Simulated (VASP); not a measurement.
Co:

```
CELL_PARAMETERS angstrom
0.00000 1.79170 1.79170
1.79170 0.00000 1.79170
1.79170 1.79170 0.00000
ATOMIC_POSITIONS crystal
Co 0.00000 0.00000 0.00000
```

Base run:

| Quantity | Value |
| --- | --- |
| Program | VASP 6.6.1 |
| Functional | r2SCAN |
| Potentials or basis | VASP PAW PBE potentials, release 64 (Co) |
| Cutoff | 520 eV |
| k mesh | 14 × 14 × 14 |
| Occupations | gaussian, width 0.1 eV |
| Spin | collinear spin, ferromagnetic start |
| Starting moments | [2.74] μB |
| Fixed moment | 2.74 μB |

Its results: pressure 9.1 GPa; site moments Co +2.70 μB.

Q: After a change of settings the same cell gave: pressure 54.4 GPa; site moments Co +3.48 μB. Which change was it?
A. fixed moment from 2.74 μB to 3.65 μB; moments at the start from [2.74] to [3.65]
B. fixed moment from 2.74 μB to 1.83 μB; moments at the start from [2.74] to [1.83]
C. fixed moment from 2.74 μB to 3.2 μB; moments at the start from [2.74] to [3.2]
D. fixed moment from 2.74 μB to 2.28 μB; moments at the start from [2.74] to [2.28]

A: A.

Caveats: the PAW data sets were made with another functional, which shifts forces and pressure a little; the total moment is fixed, so each spin has its own Fermi level.
